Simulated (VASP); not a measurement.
# KCl (Fm-3m) in VASP: a series of runs

Runs on KCl. Level: PBE. Tasks: electric field gradients.

Everything below comes from runs of VASP 6.6.1. Logs are shortened: lines on timing, memory, paths and dates and some standing lists are left out, and cuts for length are marked.

## Step 1: The cell of the first run

Symmetry: Fm-3m, No. 225, cubic system. The conventional cell has a = 6.183 Å, b = 6.183 Å, c = 6.183 Å, α = 90.00°, β = 90.00°, γ = 90.00°. Within 4.1 Å of K (site symmetry m-3m) lie 6 Cl at 3.09 Å. Cl (site symmetry m-3m) has 6 K at 3.09 Å within 4.1 Å.

## Step 2: Electric field gradients, PBE (volume scaled by 0.94)

INCAR reads:

```
SYSTEM = KCl
ALGO     = Normal         ! electronic algorithm
EDIFF    = 1E-8           ! SCF threshold, eV
ENCUT    = 520            ! plane-wave cutoff, eV
GGA      = PE             ! functional
ISIF     = 2              ! what is computed and relaxed
ISMEAR   = -1             ! smearing method
LASPH    = .True.         ! aspherical terms in the spheres
LCHARG   = .False.        ! write CHGCAR
LEFG     = .True.       
LREAL    = .False.        ! projectors in reciprocal space
LWAVE    = .False.        ! write WAVECAR
NBANDS   = 15             ! bands
NELM     = 100            ! most SCF steps
PREC     = Accurate       ! precision mode
SIGMA    = 0.03           ! smearing width, eV
```

KPOINTS reads:

```
k-points
0
Gamma
  7 7 7
  0 0 0
```

POSCAR reads:

```
KCl
1.0
    0.0000000000      3.0916717177      3.0916717177
    3.0916717177      0.0000000000      3.0916717177
    3.0916717177      3.0916717177      0.0000000000
K Cl
1 1
Direct
    0.0000000000      0.0000000000      0.0000000000
    0.5000000000      0.5000000000      0.5000000000
```

Potentials or basis: VASP PAW PBE potentials, release 64 (K_sv, Cl).

The run is started by

```sh
$ cat potpaw_PBE.64/K_sv/POTCAR potpaw_PBE.64/Cl/POTCAR > POTCAR
$ mpirun -np 1 vasp_std > vasp.out
```

OUTCAR:

```text
SYSTEM = KCl
   EDIFF = 1E-8
   ENCUT = 520
   GGA = PE
   ISIF = 2
   ISMEAR = -1
   LASPH = .True.
   LREAL = .False.
   NELM = 100
   PREC = Accurate

 ion  position               nearest neighbor table
   1  0.000  0.000  0.000-   2 3.09   2 3.09   2 3.09   2 3.09   2 3.09   2 3.09
   2  0.500  0.500  0.500-   1 3.09   1 3.09   1 3.09   1 3.09   1 3.09   1 3.09

  LATTYP: Found a face centered cubic cell.
 ALAT       =     6.1833434354

  Lattice vectors:

 A1 = (   0.0000000000,   3.0916717177,   3.0916717177)
 A2 = (   3.0916717177,   0.0000000000,   3.0916717177)
 A3 = (   3.0916717177,   3.0916717177,   0.0000000000)

Analysis of symmetry for initial positions (statically):
=====================================================================
 Subroutine PRICEL returns:
 Original cell was already a primitive cell.

 Routine SETGRP: Setting up the symmetry group for a
 face centered cubic supercell.

 Subroutine GETGRP returns: Found 48 space group operations
 (whereof 48 operations were pure point group operations)
 out of a pool of 48 trial point group operations.

The static configuration has the point symmetry O_h .

Analysis of symmetry for dynamics (positions and initial velocities):
=====================================================================
 Subroutine PRICEL returns:
 Original cell was already a primitive cell.

 Routine SETGRP: Setting up the symmetry group for a
 face centered cubic supercell.

 Subroutine GETGRP returns: Found 48 space group operations
 (whereof 48 operations were pure point group operations)
 out of a pool of 48 trial point group operations.

The dynamic configuration has the point symmetry O_h .

 Subroutine INISYM returns: Found 48 space group operations
 (whereof 48 operations are pure point group operations),
 and found     1 'primitive' translations

----------------------------------------------------------------------------------------

                                     Primitive cell

  volume of cell :      59.1031

  direct lattice vectors                    reciprocal lattice vectors
     0.000000000  3.091671718  3.091671718    -0.161724803  0.161724803  0.161724803
     3.091671718  0.000000000  3.091671718     0.161724803 -0.161724803  0.161724803
     3.091671718  3.091671718  0.000000000     0.161724803  0.161724803 -0.161724803

  length of vectors
     4.372284074  4.372284074  4.372284074     0.280115576  0.280115576  0.280115576

  position of ions in fractional coordinates (direct lattice)
     0.000000000  0.000000000  0.000000000
     0.500000000  0.500000000  0.500000000

  ion indices of the primitive-cell ions
   primitive index   ion index
                 1           1
                 2           2

----------------------------------------------------------------------------------------

 KPOINTS: k-points

Automatic generation of k-mesh.
 Grid dimensions read from file:
 generate k-points for:    7    7    7

 Generating k-lattice:

  Cartesian coordinates                     Fractional coordinates (reciprocal lattice)
    -0.023103543  0.023103543  0.023103543     0.142857143  0.000000000  0.000000000
     0.023103543 -0.023103543  0.023103543     0.000000000  0.142857143  0.000000000
     0.023103543  0.023103543 -0.023103543     0.000000000  0.000000000  0.142857143

  Length of vectors
     0.040016511  0.040016511  0.040016511

  Shift w.r.t. Gamma in fractional coordinates (k-lattice)
     0.000000000  0.000000000  0.000000000

 Subroutine IBZKPT returns following result:
 ===========================================

 Found     20 irreducible k-points:

 Following reciprocal coordinates:
            Coordinates               Weight
  0.000000  0.000000  0.000000      1.000000
  0.142857  0.000000  0.000000      8.000000
  0.285714  0.000000  0.000000      8.000000
  0.428571  0.000000  0.000000      8.000000
  0.142857  0.142857  0.000000      6.000000
  0.285714  0.142857  0.000000     24.000000
[... 12 lines left out ...]
 -0.428571  0.428571  0.142857     24.000000
 -0.285714  0.428571  0.142857     24.000000
   k-points           NKPTS =     20   k-points in BZ     NKDIM =     20   number of bands    NBANDS=     15
   number of dos      NEDOS =    301   number of ions     NIONS =      2
   total plane-waves  NPLWV =  46656
   dimension x,y,z NGX =    36 NGY =   36 NGZ =   36
   dimension x,y,z NGXF=    72 NGYF=   72 NGZF=   72
   ions per type =               1   1
   NGX,Y,Z   is equivalent  to a cutoff of  13.69, 13.69, 13.69 a.u.
   NGXF,Y,Z  is equivalent  to a cutoff of  27.38, 27.38, 27.38 a.u.
 SYSTEM =  KCl
   PREC   = accura    normal or accurate (medium, high low for compatibility)
   ISTART =      0    job   : 0-new  1-cont  2-samecut
   ICHARG =      2    charge: 1-file 2-atom 10-const
   ISPIN  =      1    spin polarized calculation?
   LNONCOLLINEAR =      F non collinear calculations
   LSORBIT =      F    spin-orbit coupling
   LASPH  =      T    aspherical Exc in radial PAW
   ENCUT  =  520.0 eV  38.22 Ry    6.18 a.u.   8.13  8.13  8.13*2*pi/ulx,y,z
   NELM   =    100;   NELMIN=  2; NELMDL= -5     # of ELM steps
   EDIFF  = 0.1E-07   stopping-criterion for ELM
   LREAL  =      F    real-space projection
   EDIFFG = 0.1E-06   stopping-criterion for IOM
   NSW    =      0    number of steps for IOM
   IBRION =     -1    ionic relax: 0-MD 1-quasi-New 2-CG
   NFREE  =      0    steps in history (QN), initial steepest desc. (CG)
   ISIF   =      2    stress and relaxation
   ISYM   =      2    0-nonsym 1-usesym 2-fastsym
   POTIM  = 0.5000    time-step for ionic-motion
   TEBEG  =    0.0;   TEEND  =   0.0 temperature during run
   PSTRESS=    0.0 pullay stress
   NELECT =      16.0000    total number of electrons
   NUPDOWN=      -1.0000    fix difference up-down
   EMIN   =  10.00;   EMAX   =-10.00  energy-range for DOS
   EFERMI =   0.00;   METHOD = LEGACY
   ISMEAR =    -1;   SIGMA  =   0.03  broadening in eV -4-tet -1-fermi 0-gaus
   EFERMI_NEDOS =   21; number of points for ismear=-14 and -15
   IALGO  =     38    algorithm
   IMIX   =      4    mixing-type and parameters
     AMIX     =   0.40;   BMIX     =  1.00
     AMIX_MAG =   1.60;   BMIX_MAG =  1.00
  volume/ion in A,a.u.               =      29.55       199.42
  Fermi-wavevector in a.u.,A,eV,Ry     =   1.059038  2.001291 15.259764  1.121561
  Thomas-Fermi vector in A             =   2.194369
   LORBIT       =      0    0 simple, 1 ext, 2 COOP (PROOUT), +10 PAW based schemes
   GGA     = PE    functional components
   LHFCALC =     F    Hartree Fock is set to
   AEXX    =    0.0000 exact exchange contribution
   IVDW    =     0    specifies the selected vdW correction
   LEPSILON=     F    determine dielectric tensor
   LRPA    =     F    only Hartree local field effects (RPA)
 non-spin polarized calculation
  energy-cutoff  :      520.00
  volume of cell :       59.10
 maximum number of plane-waves:      1639
 NGX is ok and might be reduce to    36
   NGX = 17   NGY = 17   NGZ = 17

 number of electron      16.0000001 magnetization

 Free energy of the ion-electron system (eV)
  ---------------------------------------------------
  ext. energy  EPLUGINS =         0.00000000
  ---------------------------------------------------
  free energy    TOTEN  =        -6.77602950 eV

  energy without entropy =       -6.77602950  energy(sigma->0) =       -6.77602950

 E-fermi :  -0.9646     XC(G=0):  -7.7571

 val. band max:       -1.6231114307   @ k =   0.0000   0.0000   0.0000
 cond. band min:       3.7514213044   @ k =   0.0000   0.0000   0.0000
 fundamental gap:      5.3745327351
 Fermi energy:        -0.9645736370

 k-point     1 :       0.0000    0.0000    0.0000
  band No.  band energies     occupation
      1     -28.6968      2.00000
      2     -13.8033      2.00000
      3     -12.1584      2.00000
      4     -12.1584      2.00000
      5     -12.1584      2.00000
      6      -1.6231      2.00000
      7      -1.6231      2.00000
      8      -1.6231      2.00000
      9       3.7514      0.00000
     10       6.7813      0.00000
     11       6.7813      0.00000
     12       6.7813      0.00000
     13       7.6875      0.00000
     14       7.6875      0.00000
[... 329 lines left out ...]
      2     -13.8162      2.00000
      3     -12.2870      2.00000
      4     -12.2429      2.00000
      5     -12.0555      2.00000
      6      -2.2545      2.00000
      7      -2.1577      2.00000
      8      -2.0188      2.00000
      9       6.1636      0.00000
     10       6.9172      0.00000
     11       8.1628      0.00000
     12       8.5295      0.00000
     13       9.9607      0.00000
     14      10.0969      0.00000
     15      11.0261      0.00000

------------------------ aborting loop because EDIFF is reached ----------------------------------------

  FORCE on cell =-STRESS in cart. coord.  units (eV):
  Direction    XX          YY          ZZ          XY          YZ          ZX
  --------------------------------------------------------------------------------------
  -------------------------------------------------------------------------------------
  Total        0.7283873      0.7283873      0.7283873     -0.0000000     -0.0000000     -0.0000000
  in kB       19.7452588     19.7452588     19.7452588     -0.0000000     -0.0000000     -0.0000000
  external PRESSURE =      19.7452588 kB  Pullay stress =       0.0000000 kB

 VOLUME and BASIS-vectors are now :
 -----------------------------------------------------------------------------
  energy-cutoff  :      520.00
  volume of cell :       59.10
      direct lattice vectors                 reciprocal lattice vectors
     0.000000000  3.091671718  3.091671718    -0.161724803  0.161724803  0.161724803
     3.091671718  0.000000000  3.091671718     0.161724803 -0.161724803  0.161724803
     3.091671718  3.091671718  0.000000000     0.161724803  0.161724803 -0.161724803

 POSITION                                       TOTAL-FORCE (eV/Angst)
 -----------------------------------------------------------------------------------
      0.00000      0.00000      0.00000         0.000000      0.000000      0.000000
      3.09167      3.09167      3.09167        -0.000000     -0.000000     -0.000000
 -----------------------------------------------------------------------------------
    total drift:                                0.000000      0.000000      0.000000

  FREE ENERGIE OF THE ION-ELECTRON SYSTEM (eV)
  ---------------------------------------------------
  free  energy   TOTEN  =        -6.7760294989 eV

  energy  without entropy=       -6.7760294989  energy(sigma->0) =       -6.77602950

 Electric field gradients (V/A^2)
---------------------------------------------------------------------
 ion       V_xx      V_yy      V_zz      V_xy      V_xz      V_yz
---------------------------------------------------------------------
   1      -0.000    -0.000    -0.000     0.000     0.000     0.000
   2       0.000     0.000     0.000     0.001     0.001     0.001
---------------------------------------------------------------------

 Electric field gradients after diagonalization (V/A^2)
 (convention: |V_zz| > |V_xx| > |V_yy|)
----------------------------------------------------------------------
 ion       V_xx      V_yy      V_zz     asymmetry (V_yy - V_xx)/ V_zz
----------------------------------------------------------------------
   1      -0.000    -0.000     0.000       0.000
   2      -0.001    -0.001     0.001       0.000
----------------------------------------------------------------------

           NMR quadrupolar parameters

 Cq : quadrupolar parameter    Cq=e*Q*V_zz/h
 eta: asymmetry parameters     (V_yy - V_xx)/ V_zz
 Q  : nuclear electric quadrupole moment in mb (millibarn)
----------------------------------------------------------------------
 ion       Cq(MHz)       eta       Q (mb)
----------------------------------------------------------------------
   1       0.000       0.000       1.000
   2       0.000       0.000       1.000
----------------------------------------------------------------------
```

It took 17 s on 1 thread of AMD EPYC 9R45 (Zen 5), shared host; peak memory 0.17 GiB.

What came out:

- Free energy: -6.7760 eV
- Pressure: 2.0 GPa
- Band gap on the k mesh: 5.37 eV, direct

Levels at points of the mesh, in eV from the valence-band top:
| k point | band 4 | band 5 | band 6 | band 7 | band 8 | band 9 | band 10 | band 11 | band 12 | band 13 |
| --- | --- | --- | --- | --- | --- | --- | --- | --- | --- | --- |
| (0.00, 0.00, 0.00) | -10.54 | -10.54 | 0.00 | 0.00 | 0.00 | 5.37 | 8.40 | 8.40 | 8.40 | 9.31 |

Caveat: without QUAD_EFG the Cq values of the log hold for a quadrupole moment of 1 mb, not for the nuclei.

## Step 3: Electric field gradients, PBE (volume scaled by 0.98)

INCAR reads:

```
SYSTEM = KCl
PREC = Accurate
ENCUT = 520
EDIFF = 1E-8
ISMEAR = -1
SIGMA = 0.03
LREAL = .FALSE.
LASPH = .TRUE.
NELM = 100
ALGO = Normal
ISIF = 2
LWAVE = .FALSE.
LCHARG = .FALSE.
GGA = PE
LEFG = .TRUE.
NBANDS = 15
```

KPOINTS reads:

```
regular mesh
0
G
  7 7 7
  0 0 0
```

POSCAR reads:

```
KCl
1.0
    0.0000000000      3.1349174826      3.1349174826
    3.1349174826      0.0000000000      3.1349174826
    3.1349174826      3.1349174826      0.0000000000
K Cl
1 1
Direct
    0.0000000000      0.0000000000      0.0000000000
    0.5000000000      0.5000000000      0.5000000000
```

Potentials or basis: VASP PAW PBE potentials, release 64 (K_sv, Cl).

The run is started by

```sh
$ cat potpaw_PBE.64/K_sv/POTCAR potpaw_PBE.64/Cl/POTCAR > POTCAR
$ mpirun -np 1 vasp_std > vasp.out
```

OUTCAR:

```text
SYSTEM = KCl
   PREC = Accurate
   ENCUT = 520
   EDIFF = 1E-8
   ISMEAR = -1
   LREAL = .FALSE.
   LASPH = .TRUE.
   NELM = 100
   ISIF = 2
   GGA = PE

 ion  position               nearest neighbor table
   1  0.000  0.000  0.000-   2 3.13   2 3.13   2 3.13   2 3.13   2 3.13   2 3.13
   2  0.500  0.500  0.500-   1 3.13   1 3.13   1 3.13   1 3.13   1 3.13   1 3.13

  LATTYP: Found a face centered cubic cell.
 ALAT       =     6.2698349652

  Lattice vectors:

 A1 = (   0.0000000000,   3.1349174826,   3.1349174826)
[... 566 lines left out ...]
  ---------------------------------------------------
  free  energy   TOTEN  =        -6.7998835860 eV

  energy  without entropy=       -6.7998835860  energy(sigma->0) =       -6.79988359

 Electric field gradients (V/A^2)
---------------------------------------------------------------------
 ion       V_xx      V_yy      V_zz      V_xy      V_xz      V_yz
---------------------------------------------------------------------
   1       0.000     0.000     0.000    -0.000    -0.000    -0.000
   2      -0.000     0.000    -0.000     0.000     0.000     0.000
---------------------------------------------------------------------

 Electric field gradients after diagonalization (V/A^2)
 (convention: |V_zz| > |V_xx| > |V_yy|)
----------------------------------------------------------------------
 ion       V_xx      V_yy      V_zz     asymmetry (V_yy - V_xx)/ V_zz
----------------------------------------------------------------------
   1       0.000     0.000    -0.000       0.000
   2      -0.000    -0.000     0.000       0.000
----------------------------------------------------------------------

           NMR quadrupolar parameters

 Cq : quadrupolar parameter    Cq=e*Q*V_zz/h
 eta: asymmetry parameters     (V_yy - V_xx)/ V_zz
 Q  : nuclear electric quadrupole moment in mb (millibarn)
----------------------------------------------------------------------
 ion       Cq(MHz)       eta       Q (mb)
----------------------------------------------------------------------
   1      -0.000       0.000       1.000
   2       0.000       0.000       1.000
----------------------------------------------------------------------
```

stdout:

```text
POSCAR found type information on POSCAR K Cl
 POSCAR found :  2 types and       2 ions
 scaLAPACK will be used
 LDA part: xc-table for (Slater+PW92), standard interpolation
 POSCAR, INCAR and KPOINTS ok, starting setup
 FFT: planning ... GRIDC
 FFT: planning ... GRID_SOFT
 FFT: planning ... GRID
 WAVECAR not read
 entering main loop
ion   1

ion   2
```

It took 17 s on 1 thread of AMD EPYC 9R45 (Zen 5), shared host; peak memory 0.17 GiB.

Results:

| Property | Result |
| --- | --- |
| Free energy | -6.7999 eV |
| Pressure | 1.0 GPa |
| Band gap on the k mesh | 5.23 eV, direct |

Levels at points of the mesh, in eV from the valence-band top:
```csv
k point,band 6,band 7,band 8,band 9,band 10,band 11
"(0.00, 0.00, 0.00)",0.00,0.00,0.00,5.23,8.39,8.39
```

Caveat: without QUAD_EFG the Cq values of the log hold for a quadrupole moment of 1 mb, not for the nuclei. A k mesh can miss the band edges.
